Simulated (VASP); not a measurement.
# In7CoSb8 (F-43m) in VASP: single point with PBEsol+U

Aim: the single point of In7CoSb8 with PBEsol+U.

All numbers are computed with VASP 6.6.1; they aren't measurements. Logs are shortened: lines on timing, memory, paths and dates and some standing lists are left out, and cuts for length are marked.

### 1 The cell of the first run

It takes space group F-43m (No. 216, cubic). Conventional cell: a = 12.956 Å, b = 12.956 Å, c = 12.956 Å, α = 90.00°, β = 90.00°, γ = 90.00°. Within 3.5 Å of Co (site symmetry -43m) lie 4 Sb at 2.64 Å. Within 3.7 Å of In (site symmetry 2mm) lie 4 Sb at 2.83 to 2.84 Å. In (site symmetry -43m) has 4 Sb at 2.82 Å within 3.7 Å. Sb (site symmetry 3m) has 1 Co at 2.64 Å and 3 In at 2.84 Å within 3.5 Å. Within 3.7 Å of Sb (site symmetry 3m) lie 4 In at 2.82 to 2.83 Å.

### 2 Single point, PBEsol+U, collinear spin, ferromagnetic start

INCAR reads:

```
ALGO = Normal
EDIFF = 1E-6
ENCUT = 520
GGA = PS
ISIF = 2
ISMEAR = 0
ISPIN = 2
LASPH = T
LCHARG = F
LDAU = T
LDAUJ = 0 0 0
LDAUL = 2 -1 -1
LDAUPRINT = 1
LDAUTYPE = 2
LDAUU = 4 0 0
LMAXMIX = 4
LORBIT = 11
LREAL = Auto
LWAVE = F
MAGMOM = 2.55 0 0 0 0 0 0 0 -0.01 -0.01 -0.01 0 -0.01 0 0 0
NBANDS = 88
NELM = 150
PREC = Accurate
SIGMA = 0.05
```

KPOINTS reads:

```
k-points
0
Gamma
  2 2 2
```

POSCAR reads:

```
In7CoSb8
1.0
    0.0000000000      6.4782000000      6.4782000000
    6.4782000000      0.0000000000      6.4782000000
    6.4782000000      6.4782000000      0.0000000000
Co In Sb
1 7 8
Direct
    1.0000000000      0.0000000000      1.0000000000
    0.0041435421      0.0041435421      0.4958564579
    0.0041435421      0.4958564579      0.0041435421
    0.0041435421      0.4958564579      0.4958564579
    0.4958564579      0.0041435421      0.0041435421
    0.4958564579      0.0041435421      0.4958564579
    0.4958564579      0.4958564579      0.0041435421
    0.5000000000      0.5000000000      0.5000000000
    0.1174515371      0.1174515371      0.1174515371
    0.1174515371      0.1174515371      0.6476453887
    0.1174515371      0.6476453887      0.1174515371
    0.1230022386      0.6256659205      0.6256659205
    0.6476453887      0.1174515371      0.1174515371
    0.6256659205      0.1230022386      0.6256659205
    0.6256659205      0.6256659205      0.1230022386
    0.6256659205      0.6256659205      0.6256659205
```

Potentials or basis: VASP PAW PBE potentials, release 64 (Co, In_d, Sb).

Run with:

```
cat potpaw_PBE.64/Co/POTCAR potpaw_PBE.64/In_d/POTCAR potpaw_PBE.64/Sb/POTCAR > POTCAR
mpirun -np 1 vasp_std > vasp.out
```

OUTCAR:

```text
EDIFF = 1E-6
   ENCUT = 520
   GGA = PS
   ISIF = 2
   ISMEAR = 0
   ISPIN = 2
   LASPH = T
   LORBIT = 11
   LREAL = Auto
   NELM = 150
   PREC = Accurate

 ion  position               nearest neighbor table
   1  0.000  0.000  0.000-  10 2.64  11 2.64  13 2.64   9 2.64
   2  0.004  0.004  0.496-  12 2.83  14 2.83   9 2.84  10 2.84
   3  0.004  0.496  0.004-  12 2.83  15 2.83   9 2.84  11 2.84
   4  0.004  0.496  0.496-  16 2.83  12 2.83  10 2.84  11 2.84
   5  0.496  0.004  0.004-  14 2.83  15 2.83   9 2.84  13 2.84
   6  0.496  0.004  0.496-  16 2.83  14 2.83  10 2.84  13 2.84
[... 8 lines left out ...]
  15  0.626  0.626  0.123-   8 2.82   5 2.83   3 2.83   7 2.83
  16  0.626  0.626  0.626-   8 2.82   6 2.83   7 2.83   4 2.83

  LATTYP: Found a face centered cubic cell.
 ALAT       =    12.9564000000

  Lattice vectors:

 A1 = (   0.0000000000,   6.4782000000,   6.4782000000)
 A2 = (   6.4782000000,   0.0000000000,   6.4782000000)
 A3 = (   6.4782000000,   6.4782000000,   0.0000000000)

Analysis of symmetry for initial positions (statically):
=====================================================================
 Subroutine PRICEL returns:
 Original cell was already a primitive cell.

 Routine SETGRP: Setting up the symmetry group for a
 face centered cubic supercell.

 Subroutine GETGRP returns: Found 24 space group operations
 (whereof 24 operations were pure point group operations)
 out of a pool of 48 trial point group operations.

The static configuration has the point symmetry T_d .

Analysis of symmetry for dynamics (positions and initial velocities):
=====================================================================
 Subroutine PRICEL returns:
 Original cell was already a primitive cell.

 Routine SETGRP: Setting up the symmetry group for a
 face centered cubic supercell.

 Subroutine GETGRP returns: Found 24 space group operations
 (whereof 24 operations were pure point group operations)
 out of a pool of 48 trial point group operations.

The dynamic configuration has the point symmetry T_d .

Analysis of structural, dynamic, and magnetic symmetry:
=====================================================================
 Subroutine PRICEL returns:
 Original cell was already a primitive cell.

 Routine SETGRP: Setting up the symmetry group for a
 face centered cubic supercell.

 Subroutine GETGRP returns: Found 24 space group operations
 (whereof 24 operations were pure point group operations)
 out of a pool of 48 trial point group operations.

The overall configuration has the point symmetry T_d .

 Subroutine INISYM returns: Found 24 space group operations
 (whereof 24 operations are pure point group operations),
 and found     1 'primitive' translations

----------------------------------------------------------------------------------------

                                     Primitive cell

  volume of cell :     543.7422

  direct lattice vectors                    reciprocal lattice vectors
     0.000000000  6.478200000  6.478200000    -0.077181933  0.077181933  0.077181933
     6.478200000  0.000000000  6.478200000     0.077181933 -0.077181933  0.077181933
     6.478200000  6.478200000  0.000000000     0.077181933  0.077181933 -0.077181933

  length of vectors
     9.161558300  9.161558300  9.161558300     0.133683030  0.133683030  0.133683030

  position of ions in fractional coordinates (direct lattice)
     0.000000000  0.000000000  0.000000000
     0.004143542  0.004143542  0.495856458
     0.004143542  0.495856458  0.004143542
     0.004143542  0.495856458  0.495856458
     0.495856458  0.004143542  0.004143542
     0.495856458  0.004143542  0.495856458
[... 8 lines left out ...]
     0.625665920  0.625665920  0.123002239
     0.625665920  0.625665920  0.625665920

  ion indices of the primitive-cell ions
   primitive index   ion index
[... 96 lines left out ...]
   LHFCALC =     F    Hartree Fock is set to
   AEXX    =    0.0000 exact exchange contribution
   IVDW    =     0    specifies the selected vdW correction
   LEPSILON=     F    determine dielectric tensor
   LRPA    =     F    only Hartree local field effects (RPA)
 spin polarized calculation
 Gauss-broadening in eV      SIGMA  =   0.05
  energy-cutoff  :      520.00
  volume of cell :      543.74
 maximum number of plane-waves:     14649
 NGX is ok and might be reduce to    70
   NGX = 35   NGY = 35   NGZ = 35

atom =   1  type =  1  l = 2

 onsite density matrix

spin component  1

  0.9495  0.0000  0.0000  0.0000  0.0000
  0.0000  0.9495 -0.0000  0.0000  0.0000
  0.0000 -0.0000  0.9433  0.0000  0.0000
  0.0000  0.0000  0.0000  0.9495  0.0000
  0.0000  0.0000  0.0000  0.0000  0.9433

spin component  2

  0.1907 -0.0000 -0.0000 -0.0000  0.0000
 -0.0000  0.1907 -0.0000 -0.0000 -0.0000
 -0.0000 -0.0000  0.9276  0.0000 -0.0000
 -0.0000 -0.0000  0.0000  0.1907 -0.0000
  0.0000 -0.0000 -0.0000 -0.0000  0.9276

 occupancies and eigenvectors

  o =  0.1907  v =  0.0000  0.0000  0.0000  0.0000  0.0000  1.0000  0.0000  0.0000  0.0000  0.0000      0.0000  0.0000  0.0000  0.0000  0.0000  0.0000  0.0000  0.0000  0.0000  0.0000
  o =  0.1907  v =  0.0000  0.0000  0.0000  0.0000  0.0000  0.0000  0.9150 -0.0000 -0.4035 -0.0000      0.0000  0.0000  0.0000  0.0000  0.0000  0.0000  0.0000  0.0000  0.0000  0.0000
  o =  0.1907  v =  0.0000  0.0000  0.0000  0.0000  0.0000  0.0000 -0.4035  0.0000 -0.9150 -0.0000      0.0000  0.0000  0.0000  0.0000  0.0000  0.0000  0.0000  0.0000  0.0000  0.0000
  o =  0.9276  v =  0.0000  0.0000  0.0000  0.0000  0.0000  0.0000  0.0000 -1.0000 -0.0000  0.0005      0.0000  0.0000  0.0000  0.0000  0.0000  0.0000  0.0000  0.0000  0.0000  0.0000
  o =  0.9276  v =  0.0000  0.0000  0.0000  0.0000  0.0000  0.0000 -0.0000  0.0005 -0.0000  1.0000      0.0000  0.0000  0.0000  0.0000  0.0000  0.0000  0.0000  0.0000  0.0000  0.0000
  o =  0.9433  v =  0.0000  0.0000 -0.0290  0.0000  0.9996  0.0000  0.0000  0.0000  0.0000  0.0000      0.0000  0.0000  0.0000  0.0000  0.0000  0.0000  0.0000  0.0000  0.0000  0.0000
  o =  0.9433  v =  0.0000  0.0000 -0.9996  0.0000 -0.0290  0.0000  0.0000  0.0000  0.0000  0.0000      0.0000  0.0000  0.0000  0.0000  0.0000  0.0000  0.0000  0.0000  0.0000  0.0000
  o =  0.9495  v =  0.0000 -0.3441  0.0000  0.9389  0.0000  0.0000  0.0000  0.0000  0.0000  0.0000      0.0000  0.0000  0.0000  0.0000  0.0000  0.0000  0.0000  0.0000  0.0000  0.0000
  o =  0.9495  v =  1.0000  0.0000  0.0000  0.0000  0.0000  0.0000  0.0000  0.0000  0.0000  0.0000      0.0000  0.0000  0.0000  0.0000  0.0000  0.0000  0.0000  0.0000  0.0000  0.0000
  o =  0.9495  v =  0.0000 -0.9389 -0.0000 -0.3441 -0.0000  0.0000  0.0000  0.0000  0.0000  0.0000      0.0000  0.0000  0.0000  0.0000  0.0000  0.0000  0.0000  0.0000  0.0000  0.0000

 number of electron     139.9999988 magnetization       2.4372457

 Free energy of the ion-electron system (eV)
  ---------------------------------------------------
  ext. energy  EPLUGINS =         0.00000000
  ---------------------------------------------------
  free energy    TOTEN  =       -61.15617297 eV

  energy without entropy =      -61.13728044  energy(sigma->0) =      -61.14672670

 E-fermi :   4.4467     XC(G=0):  -8.8024

 val. band max:        4.4383824648   @ k =   0.5000   0.0000   0.0000
 cond. band min:       4.4540689574   @ k =   0.0000   0.0000   0.0000
 fundamental gap:      0.0156864926
 Fermi energy:         4.4467350787

 spin component 1

 k-point     1 :       0.0000    0.0000    0.0000
  band No.  band energies     occupation
      1      -9.8828      1.00000
      2      -9.8828      1.00000
      3      -9.8828      1.00000
      4      -9.8647      1.00000
      5      -9.8353      1.00000
      6      -9.8353      1.00000
[... 244 lines left out ...]
     81       8.1083      0.00000
     82       8.6414      0.00000
 Fermi energy:         4.4467350787

 spin component 2

 k-point     1 :       0.0000    0.0000    0.0000
  band No.  band energies     occupation
      1      -9.8816      1.00000
      2      -9.8816      1.00000
      3      -9.8816      1.00000
      4      -9.8645      1.00000
      5      -9.8341      1.00000
      6      -9.8341      1.00000
[... 244 lines left out ...]
     81       8.1075      0.00000
     82       8.7123      0.00000
 [bands above 82 left out]

------------------------ aborting loop because EDIFF is reached ----------------------------------------

  FORCE on cell =-STRESS in cart. coord.  units (eV):
  Direction    XX          YY          ZZ          XY          YZ          ZX
  --------------------------------------------------------------------------------------
  -------------------------------------------------------------------------------------
  Total       -2.3745991     -2.3745991     -2.3745991     -0.0000000     -0.0000000     -0.0000000
  in kB       -6.9969349     -6.9969349     -6.9969349     -0.0000000     -0.0000000     -0.0000000
  external PRESSURE =      -6.9969349 kB  Pullay stress =       0.0000000 kB

 VOLUME and BASIS-vectors are now :
 -----------------------------------------------------------------------------
  energy-cutoff  :      520.00
  volume of cell :      543.74
      direct lattice vectors                 reciprocal lattice vectors
     0.000000000  6.478200000  6.478200000    -0.077181933  0.077181933  0.077181933
     6.478200000  0.000000000  6.478200000     0.077181933 -0.077181933  0.077181933
     6.478200000  6.478200000  0.000000000     0.077181933  0.077181933 -0.077181933

 POSITION                                       TOTAL-FORCE (eV/Angst)
 -----------------------------------------------------------------------------------
      0.00000      0.00000      0.00000        -0.000000     -0.000000     -0.000000
      3.23910      3.23910      0.05369        -0.000000     -0.000000     -0.007118
      3.23910      0.05369      3.23910        -0.000000     -0.007118     -0.000000
      6.42451      3.23910      3.23910         0.007118     -0.000000     -0.000000
      0.05369      3.23910      3.23910        -0.007118     -0.000000     -0.000000
      3.23910      6.42451      3.23910        -0.000000      0.007118     -0.000000
[... 8 lines left out ...]
      4.85002      4.85002      8.10638        -0.002784     -0.002784      0.002784
      8.10638      8.10638      8.10638         0.002784      0.002784      0.002784
 -----------------------------------------------------------------------------------
    total drift:                               -0.000001     -0.000001     -0.000001

  FREE ENERGIE OF THE ION-ELECTRON SYSTEM (eV)
  ---------------------------------------------------
  free  energy   TOTEN  =       -61.1561729727 eV

  energy  without entropy=      -61.1372804363  energy(sigma->0) =      -61.14672670

 total charge

# of ion       s       p       d       tot
------------------------------------------
    1        0.400   0.337   7.142   7.879
    2        0.860   0.699   9.862  11.421
    3        0.860   0.699   9.862  11.421
    4        0.860   0.699   9.862  11.421
    5        0.860   0.699   9.862  11.421
    6        0.860   0.699   9.862  11.421
[... 8 lines left out ...]
   15        1.129   1.334   0.018   2.481
   16        1.129   1.334   0.018   2.481
--------------------------------------------------
tot         15.472  15.838  76.333 107.643

 magnetization (x)

# of ion       s       p       d       tot
------------------------------------------
    1        0.023   0.041   2.306   2.370
    2        0.003   0.002  -0.001   0.004
    3        0.003   0.002  -0.001   0.004
    4        0.003   0.002  -0.001   0.004
    5        0.003   0.002  -0.001   0.004
    6        0.003   0.002  -0.001   0.004
[... 8 lines left out ...]
   15        0.000  -0.001  -0.000  -0.001
   16        0.000  -0.001  -0.000  -0.001
--------------------------------------------------
tot          0.048  -0.023   2.307   2.332
```

It took 20 min on 1 thread of Intel Xeon Platinum 8488C (Sapphire Rapids), shared host; peak memory 1 GiB.

Results:

| Quantity | Value |
| --- | --- |
| Free energy | -61.1562 eV |
| Pressure | -0.7 GPa |
| Largest force | 0.016 eV/Å |
| Net moment | 2.44 μB per cell |
| Site moments | Co +2.37; In +0.00, +0.01 (each value once); Sb -0.02, -0.00 (each value once) μB |
| Valence electrons inside the program's atomic spheres | Co 7.88; In 11.42, 11.44 (each value once); Sb 2.47, 2.48 (each value once) |

Forces on the atoms (eV/Å):
```
Co   0.000  0.000  0.000
In   0.000  0.000 -0.007
In   0.000 -0.007  0.000
In   0.007  0.000  0.000
In  -0.007  0.000  0.000
In   0.000  0.007  0.000
In   0.000  0.000  0.007
In   0.000  0.000  0.000
Sb   0.009  0.009  0.009
Sb  -0.009 -0.009  0.009
Sb  -0.009  0.009 -0.009
Sb   0.003 -0.003 -0.003
Sb   0.009 -0.009 -0.009
Sb  -0.003  0.003 -0.003
Sb  -0.003 -0.003  0.003
Sb   0.003  0.003  0.003
```

Eigenvalues of the final occupation matrices:
```tsv
site	spin	trace	eigenvalues
site 1 d	1	4.74	0.94 0.94 0.95 0.95 0.95
site 1 d	2	2.43	0.19 0.19 0.19 0.93 0.93
```

Caveat: the k points lie up to 0.42 Å⁻¹ apart; the PAW data sets were made with another functional, which shifts forces and pressure a little; spin-orbit coupling is left out, which moves the levels of the heavy elements; a cell with one magnetic atom can't hold antiferromagnetic order, which such compounds often take; the U is typed as a test and isn't derived for this compound. The state reached can hang on the start; a lower one may exist.
